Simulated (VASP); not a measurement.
Wanted: the native input for a VASP 6.6.1 run.

- Task: single point
- Functional: PBE
- Potentials or basis: VASP PAW PBE potentials, release 64 (Pt, Sb)
- Cutoff: 520 eV
- k mesh: 10 × 10 × 6
- Occupations: gaussian, width 0.05 eV
- Spin: no spin polarisation
- Dipole correction: no
- Further INCAR settings: ALGO = Normal; EDIFF = 1e-06; NBANDS = 17

The structure of Sb2Pt lies in POSCAR:

```
Sb2Pt
1.0
    4.0599872515      0.0000000000      0.0000000000
   -2.0299936257      3.5160520988      0.0000000000
    0.0000000000      0.0000000000      5.2259058719
Pt Sb
1 2
Direct
    0.0000000000      0.0000000000      0.0000000000
    0.3333333333      0.6666666667      0.2584105895
    0.6666666667      0.3333333333      0.7511571297
```

This cell differs from its parent crystal: atom 3 (Sb) moved 0.05 Å along z.

The input as run:

INCAR

```
SYSTEM = Sb2Pt
  PREC = Accurate
  ENCUT = 520
  EDIFF = 1E-6
  ISMEAR = 0
  SIGMA = 0.05
  LREAL = .False.
  LASPH = .True.
  NELM = 60
  ALGO = Normal
  ISIF = 2
  LWAVE = .False.
  LCHARG = .False.
  GGA = PE
  NBANDS = 17
```

KPOINTS

```
regular mesh
0
Gamma
  10 10 6
  0 0 0
```

Potentials or basis: VASP PAW PBE potentials, release 64 (Pt, Sb).

Run with:

```sh
$ cat potpaw_PBE.64/Pt/POTCAR potpaw_PBE.64/Sb/POTCAR > POTCAR
$ mpirun -np 1 vasp_std > vasp.out
```

It gave:

| Quantity | Value |
| --- | --- |
| Pressure | 0.7 GPa |
| Largest force | 0.270 eV/Å |
| Band gap on the k mesh | zero (bands 10 and 11 overlap by 3.08 eV) |

Caveat: the cell differs from its parent crystal (atom 3 (Sb) moved 0.05 Å along z); spin-orbit coupling is left out, which moves the levels of the heavy elements.

Run time: 2 min on 1 thread of Intel Xeon 8259CL, with other jobs on the host, peak memory 0.25 GiB.
